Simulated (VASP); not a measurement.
# GaGe (F-43m) in VASP: notebook

Runs on GaGe. Level: PBEsol. Tasks: single point, relaxation of cell and atoms.

Program: VASP 6.6.1. These are calculated values, not measurements. Logs are shortened: lines on timing, memory, paths and dates and some standing lists are left out, and cuts for length are marked.

### Step 1. The cell of the first run

It takes space group F-43m (No. 216, cubic). The conventional cell has a = 5.703 Å, b = 5.703 Å, c = 5.703 Å, α = 90.00°, β = 90.00°, γ = 90.00°. Ga (site symmetry -43m) has 4 Ge at 2.47 Å within 3.3 Å. Ge (site symmetry -43m) has 4 Ga at 2.47 Å within 3.3 Å.

### Step 2. Single point, PBEsol

INCAR

```
ALGO     = Normal         # electronic algorithm
EDIFF    = 1E-6           # SCF threshold, eV
ENCUT    = 500            # plane-wave cutoff, eV
GGA      = PS             # functional
GGA_COMPAT= F            
ISIF     = 2              # what is computed and relaxed
ISMEAR   = 1              # smearing method
LASPH    = T              # aspherical terms in the spheres
LCHARG   = T              # write CHGCAR
LELF     = T              # ELF
LREAL    = F              # projectors in reciprocal space
LVHAR    = T            
LWAVE    = F              # write WAVECAR
NBANDS   = 20             # bands
NELM     = 120            # most SCF steps
PREC     = Accurate       # precision mode
SIGMA    = 0.05           # smearing width, eV
```

KPOINTS

```
k-points
0
Gamma
  7 7 7
```

POSCAR

```
GaGe
1.0
    0.0000000000      2.8514757142      2.8514757142
    2.8514757142      0.0000000000      2.8514757142
    2.8514757142      2.8514757142      0.0000000000
Ga Ge
1 1
Direct
    0.0000000000      0.0000000000      0.0000000000
    0.2500000000      0.2500000000      0.2500000000
```

Potentials or basis: VASP PAW PBE potentials, release 64 (Ga_d, Ge_d).

Command:

```bash
> cat potpaw_PBE.64/Ga_d/POTCAR potpaw_PBE.64/Ge_d/POTCAR > POTCAR
> mpirun -np 1 vasp_std > vasp.out
```

OUTCAR:

```text
EDIFF = 1E-6
   ENCUT = 500
   GGA = PS
   ISIF = 2
   ISMEAR = 1
   LASPH = T
   LREAL = F
   NELM = 120
   PREC = Accurate

 ion  position               nearest neighbor table
   1  0.000  0.000  0.000-   2 2.47   2 2.47   2 2.47   2 2.47
   2  0.250  0.250  0.250-   1 2.47   1 2.47   1 2.47   1 2.47

  LATTYP: Found a face centered cubic cell.
 ALAT       =     5.7029514284

  Lattice vectors:

 A1 = (   0.0000000000,   2.8514757142,   2.8514757142)
 A2 = (   2.8514757142,   0.0000000000,   2.8514757142)
 A3 = (   2.8514757142,   2.8514757142,   0.0000000000)

Analysis of symmetry for initial positions (statically):
=====================================================================
 Subroutine PRICEL returns:
 Original cell was already a primitive cell.

 Routine SETGRP: Setting up the symmetry group for a
 face centered cubic supercell.

 Subroutine GETGRP returns: Found 24 space group operations
 (whereof 24 operations were pure point group operations)
 out of a pool of 48 trial point group operations.

The static configuration has the point symmetry T_d .

Analysis of symmetry for dynamics (positions and initial velocities):
=====================================================================
 Subroutine PRICEL returns:
 Original cell was already a primitive cell.

 Routine SETGRP: Setting up the symmetry group for a
 face centered cubic supercell.

 Subroutine GETGRP returns: Found 24 space group operations
 (whereof 24 operations were pure point group operations)
 out of a pool of 48 trial point group operations.

The dynamic configuration has the point symmetry T_d .

 Subroutine INISYM returns: Found 24 space group operations
 (whereof 24 operations are pure point group operations),
 and found     1 'primitive' translations

----------------------------------------------------------------------------------------

                                     Primitive cell

  volume of cell :      46.3702

  direct lattice vectors                    reciprocal lattice vectors
     0.000000000  2.851475714  2.851475714    -0.175347802  0.175347802  0.175347802
     2.851475714  0.000000000  2.851475714     0.175347802 -0.175347802  0.175347802
     2.851475714  2.851475714  0.000000000     0.175347802  0.175347802 -0.175347802

  length of vectors
     4.032595628  4.032595628  4.032595628     0.303711303  0.303711303  0.303711303

  position of ions in fractional coordinates (direct lattice)
     0.000000000  0.000000000  0.000000000
     0.250000000  0.250000000  0.250000000

  ion indices of the primitive-cell ions
   primitive index   ion index
                 1           1
                 2           2

----------------------------------------------------------------------------------------

 KPOINTS: k-points

Automatic generation of k-mesh.
 Grid dimensions read from file:
 generate k-points for:    7    7    7

 Generating k-lattice:

  Cartesian coordinates                     Fractional coordinates (reciprocal lattice)
    -0.025049686  0.025049686  0.025049686     0.142857143  0.000000000  0.000000000
     0.025049686 -0.025049686  0.025049686     0.000000000  0.142857143  0.000000000
     0.025049686  0.025049686 -0.025049686     0.000000000  0.000000000  0.142857143

  Length of vectors
     0.043387329  0.043387329  0.043387329

  Shift w.r.t. Gamma in fractional coordinates (k-lattice)
     0.000000000  0.000000000  0.000000000

 Subroutine IBZKPT returns following result:
 ===========================================

 Found     20 irreducible k-points:

 Following reciprocal coordinates:
            Coordinates               Weight
  0.000000  0.000000  0.000000      1.000000
  0.142857  0.000000  0.000000      8.000000
  0.285714  0.000000  0.000000      8.000000
  0.428571  0.000000  0.000000      8.000000
  0.142857  0.142857  0.000000      6.000000
  0.285714  0.142857  0.000000     24.000000
[... 12 lines left out ...]
 -0.428571  0.428571  0.142857     24.000000
 -0.285714  0.428571  0.142857     24.000000
   k-points           NKPTS =     20   k-points in BZ     NKDIM =     20   number of bands    NBANDS=     20
   number of dos      NEDOS =    301   number of ions     NIONS =      2
   total plane-waves  NPLWV =  27000
   dimension x,y,z NGX =    30 NGY =   30 NGZ =   30
   dimension x,y,z NGXF=    60 NGYF=   60 NGZF=   60
   ions per type =               1   1
   NGX,Y,Z   is equivalent  to a cutoff of  12.37, 12.37, 12.37 a.u.
   NGXF,Y,Z  is equivalent  to a cutoff of  24.74, 24.74, 24.74 a.u.
 SYSTEM =  unknown system
   PREC   = accura    normal or accurate (medium, high low for compatibility)
   ISTART =      0    job   : 0-new  1-cont  2-samecut
   ICHARG =      2    charge: 1-file 2-atom 10-const
   ISPIN  =      1    spin polarized calculation?
   LNONCOLLINEAR =      F non collinear calculations
   LSORBIT =      F    spin-orbit coupling
   LASPH  =      T    aspherical Exc in radial PAW
   ENCUT  =  500.0 eV  36.75 Ry    6.06 a.u.   7.35  7.35  7.35*2*pi/ulx,y,z
   NELM   =    120;   NELMIN=  2; NELMDL= -5     # of ELM steps
   EDIFF  = 0.1E-05   stopping-criterion for ELM
   LREAL  =      F    real-space projection
   EDIFFG = 0.1E-04   stopping-criterion for IOM
   NSW    =      0    number of steps for IOM
   IBRION =     -1    ionic relax: 0-MD 1-quasi-New 2-CG
   NFREE  =      0    steps in history (QN), initial steepest desc. (CG)
   ISIF   =      2    stress and relaxation
   ISYM   =      2    0-nonsym 1-usesym 2-fastsym
   POTIM  = 0.5000    time-step for ionic-motion
   TEBEG  =    0.0;   TEEND  =   0.0 temperature during run
   PSTRESS=    0.0 pullay stress
   NELECT =      27.0000    total number of electrons
   NUPDOWN=      -1.0000    fix difference up-down
   EMIN   =  10.00;   EMAX   =-10.00  energy-range for DOS
   EFERMI =   0.00;   METHOD = LEGACY
   ISMEAR =     1;   SIGMA  =   0.05  broadening in eV -4-tet -1-fermi 0-gaus
   EFERMI_NEDOS =   21; number of points for ismear=-14 and -15
   IALGO  =     38    algorithm
   IMIX   =      4    mixing-type and parameters
     AMIX     =   0.40;   BMIX     =  1.00
     AMIX_MAG =   1.60;   BMIX_MAG =  1.00
  volume/ion in A,a.u.               =      23.19       156.46
  Fermi-wavevector in a.u.,A,eV,Ry     =   1.367046  2.583342 25.426762  1.868814
  Thomas-Fermi vector in A             =   2.493133
   LORBIT       =      0    0 simple, 1 ext, 2 COOP (PROOUT), +10 PAW based schemes
   GGA     = PS    functional components
   LHFCALC =     F    Hartree Fock is set to
   AEXX    =    0.0000 exact exchange contribution
   IVDW    =     0    specifies the selected vdW correction
   LEPSILON=     F    determine dielectric tensor
   LRPA    =     F    only Hartree local field effects (RPA)
 non-spin polarized calculation
 Methfessel and Paxton  Order N= 1 SIGMA  =   0.05
  energy-cutoff  :      500.00
  volume of cell :       46.37
 maximum number of plane-waves:      1243
 NGX is ok and might be reduce to    30
   NGX = 15   NGY = 15   NGZ = 15

 number of electron      26.9999986 magnetization

 Free energy of the ion-electron system (eV)
  ---------------------------------------------------
  ext. energy  EPLUGINS =         0.00000000
  ---------------------------------------------------
  free energy    TOTEN  =        -7.89776131 eV

  energy without entropy =       -7.89780797  energy(sigma->0) =       -7.89777687

 E-fermi :   3.2316     XC(G=0):  -9.9620

 val. band max:        3.2084515497   @ k =  -0.2857   0.2857   0.0000
 cond. band min:       3.2663129509   @ k =   0.2857   0.1429   0.0000
 fundamental gap:      0.0578614011
 Fermi energy:         3.2315582161

 k-point     1 :       0.0000    0.0000    0.0000
  band No.  band energies     occupation
      1     -20.5917      2.00000
      2     -20.5917      2.00000
      3     -20.5917      2.00000
      4     -20.5688      2.00000
      5     -20.5688      2.00000
      6     -11.0475      2.00000
[... 12 lines left out ...]
     19      11.0515      0.00000
     20      14.2770      0.00000

 k-point     2 :       0.1429    0.0000    0.0000
  band No.  band energies     occupation
      1     -20.5916      2.00000
      2     -20.5911      2.00000
      3     -20.5911      2.00000
      4     -20.5686      2.00000
      5     -20.5686      2.00000
      6     -11.0539      2.00000
[... 12 lines left out ...]
     19      12.2747      0.00000
     20      13.1017      0.00000

 k-point     3 :       0.2857    0.0000    0.0000
  band No.  band energies     occupation
      1     -20.5916      2.00000
      2     -20.5898      2.00000
      3     -20.5898      2.00000
      4     -20.5681      2.00000
      5     -20.5681      2.00000
      6     -11.0681      2.00000
[... 12 lines left out ...]
     19      12.3610      0.00000
     20      13.2055      0.00000

 k-point     4 :       0.4286    0.0000    0.0000
  band No.  band energies     occupation
      1     -20.5916      2.00000
      2     -20.5889      2.00000
      3     -20.5889      2.00000
      4     -20.5676      2.00000
      5     -20.5676      2.00000
      6     -11.0795      2.00000
[... 12 lines left out ...]
     19      14.1869      0.00000
     20      15.0797      0.00000

 k-point     5 :       0.1429    0.1429    0.0000
  band No.  band energies     occupation
      1     -20.5925      2.00000
      2     -20.5904      2.00000
      3     -20.5904      2.00000
      4     -20.5691      2.00000
      5     -20.5679      2.00000
      6     -11.0600      2.00000
[... 12 lines left out ...]
     19      11.6818      0.00000
     20      12.7244      0.00000

 k-point     6 :       0.2857    0.1429    0.0000
  band No.  band energies     occupation
      1     -20.5927      2.00000
      2     -20.5893      2.00000
      3     -20.5891      2.00000
      4     -20.5692      2.00000
      5     -20.5672      2.00000
      6     -11.0717      2.00000
[... 12 lines left out ...]
     19      12.5540      0.00000
     20      14.0182      0.00000

 k-point     7 :       0.4286    0.1429    0.0000
  band No.  band energies     occupation
      1     -20.5920      2.00000
      2     -20.5888      2.00000
      3     -20.5881      2.00000
      4     -20.5687      2.00000
      5     -20.5669      2.00000
      6     -11.0811      2.00000
[... 12 lines left out ...]
     19      13.5339      0.00000
     20      15.2570      0.00000
[... 185 lines left out ...]
 k-point    16 :      -0.4286    0.4286    0.0000
  band No.  band energies     occupation
      1     -20.5949      2.00000
      2     -20.5857      2.00000
      3     -20.5853      2.00000
      4     -20.5706      2.00000
      5     -20.5649      2.00000
      6     -11.1018      2.00000
[... 12 lines left out ...]
     19      14.6151      0.00000
     20      15.8673      0.00000

 k-point    17 :       0.4286    0.2857    0.1429
  band No.  band energies     occupation
      1     -20.5927      2.00000
      2     -20.5885      2.00000
      3     -20.5878      2.00000
      4     -20.5693      2.00000
      5     -20.5666      2.00000
      6     -11.0818      2.00000
[... 12 lines left out ...]
     19      13.3114      0.00000
     20      15.2575      0.00000

 k-point    18 :      -0.4286    0.2857    0.1429
  band No.  band energies     occupation
      1     -20.5915      2.00000
      2     -20.5891      2.00000
      3     -20.5867      2.00000
      4     -20.5688      2.00000
      5     -20.5666      2.00000
      6     -11.0870      2.00000
[... 12 lines left out ...]
     19      13.2940      0.00000
     20      15.2588      0.00000

 k-point    19 :      -0.4286    0.4286    0.1429
  band No.  band energies     occupation
      1     -20.5938      2.00000
      2     -20.5872      2.00000
      3     -20.5854      2.00000
      4     -20.5701      2.00000
      5     -20.5654      2.00000
      6     -11.0964      2.00000
[... 12 lines left out ...]
     19      14.7803      0.00000
     20      16.1795      0.00000

 k-point    20 :      -0.2857    0.4286    0.1429
  band No.  band energies     occupation
      1     -20.5918      2.00000
      2     -20.5890      2.00000
      3     -20.5854      2.00000
      4     -20.5693      2.00000
      5     -20.5661      2.00000
      6     -11.0923      2.00000
[... 12 lines left out ...]
     19      14.3776      0.00000
     20      15.6200      0.00000

------------------------ aborting loop because EDIFF is reached ----------------------------------------

  FORCE on cell =-STRESS in cart. coord.  units (eV):
  Direction    XX          YY          ZZ          XY          YZ          ZX
  --------------------------------------------------------------------------------------
  -------------------------------------------------------------------------------------
  Total       -0.0214108     -0.0214108     -0.0214108      0.0000000     -0.0000000     -0.0000000
  in kB       -0.7397815     -0.7397815     -0.7397815      0.0000000     -0.0000000     -0.0000000
  external PRESSURE =      -0.7397815 kB  Pullay stress =       0.0000000 kB

 VOLUME and BASIS-vectors are now :
 -----------------------------------------------------------------------------
  energy-cutoff  :      500.00
  volume of cell :       46.37
      direct lattice vectors                 reciprocal lattice vectors
     0.000000000  2.851475714  2.851475714    -0.175347802  0.175347802  0.175347802
     2.851475714  0.000000000  2.851475714     0.175347802 -0.175347802  0.175347802
     2.851475714  2.851475714  0.000000000     0.175347802  0.175347802 -0.175347802

 POSITION                                       TOTAL-FORCE (eV/Angst)
 -----------------------------------------------------------------------------------
      0.00000      0.00000      0.00000         0.000000      0.000000      0.000000
      1.42574      1.42574      1.42574        -0.000000     -0.000000     -0.000000
 -----------------------------------------------------------------------------------
    total drift:                               -0.000000     -0.000000     -0.000000

  FREE ENERGIE OF THE ION-ELECTRON SYSTEM (eV)
  ---------------------------------------------------
  free  energy   TOTEN  =        -7.8977613143 eV

  energy  without entropy=       -7.8978079713  energy(sigma->0) =       -7.89777687
```

It took 33 s on 1 thread of Intel Xeon 8259CL, shared host; peak memory 0.17 GiB.

What came out:

- Free energy: -7.8978 eV
- Pressure: -0.1 GPa
- Band gap on the k mesh: zero (an odd number of electrons rules out a gap without spin polarisation)

Caveat: the PAW data sets were made with another functional, which shifts forces and pressure a little; an odd number of electrons without spin polarisation forces a metal; a magnetic or distorted state may lie lower.

### Step 3. Relaxation of cell and atoms, PBEsol

This run uses another cell than the first one, of 24.39 Å³/atom.

INCAR

```
PREC = Accurate
ENCUT = 500
EDIFF = 1E-7
ISMEAR = 1
SIGMA = 0.05
LREAL = F
LASPH = T
NELM = 120
ALGO = Normal
ISIF = 3
LWAVE = F
LCHARG = F
GGA = PS
IBRION = 2
NSW = 80
EDIFFG = -0.01
GGA_COMPAT = F
NELMIN = 4
```

KPOINTS

```
regular mesh
0
Gamma
  7 7 7
```

POSCAR

```
GaGe
1.0
    0.0000000000      2.9000000000      2.9000000000
    2.9000000000      0.0000000000      2.9000000000
    2.9000000000      2.9000000000      0.0000000000
Ga Ge
1 1
Direct
    0.0000000000      0.0000000000      0.0000000000
    0.2500000000      0.2500000000      0.2500000000
```

Potentials or basis: VASP PAW PBE potentials, release 64 (Ga_d, Ge_d).

Command:

```bash
> cat potpaw_PBE.64/Ga_d/POTCAR potpaw_PBE.64/Ge_d/POTCAR > POTCAR
> mpirun -np 1 vasp_std > vasp.out
```

It took 76 s on 1 thread of Intel Xeon 8259CL, shared host; peak memory 0.18 GiB.

It converged, with:

| Property | Result |
| --- | --- |
| Free energy | -7.8984 eV |
| Relaxed volume | 23.17 Å³/atom |
| Relaxed cell | a = 4.032 Å, b = 4.032 Å, c = 4.032 Å, α = 60.00°, β = 60.00°, γ = 60.00° |
| Space group after relaxing (to 0.1 Å) | F-43m (No. 216) |
| Energy gained by relaxing | 10.3 meV/atom |
| Ionic steps | 3 |
| Pressure after relaxing | 0.0 GPa |
| Band gap on the k mesh | zero (an odd number of electrons rules out a gap without spin polarisation) |

The path:
| step | energy change (eV) | largest force (eV/Å) | pressure (GPa) | volume (Å³) |
| --- | --- | --- | --- | --- |
| 1 | 0.0000 | 0.0000 | -2.58 | 48.78 |
| 2 | -0.0202 | 0.0000 | 0.36 | 46.06 |
| 3 | -0.0205 | 0.0000 | 0.00 | 46.34 |

Final structure:
```
Ga Ge
1.0
     0.00000    2.85090    2.85090
     2.85090    0.00000    2.85090
     2.85090    2.85090    0.00000
Ga Ge
1 1
Direct
  0.00000 0.00000 0.00000
  0.25000 0.25000 0.25000
```

Levels at points of the mesh, in eV from the Fermi level:
```
           k point  band 10  band 11  band 12  band 13  band 14  band 15  band 16  band 17
(0.00, 0.00, 0.00)   -14.21   -10.77     1.85     1.85     1.85     2.57     4.52     4.52
```

Caveat: the PAW data sets were made with another functional, which shifts forces and pressure a little; an odd number of electrons without spin polarisation forces a metal; a magnetic or distorted state may lie lower.

The gap in the log of VASP goes by the Fermi energy; the results here count the filled bands.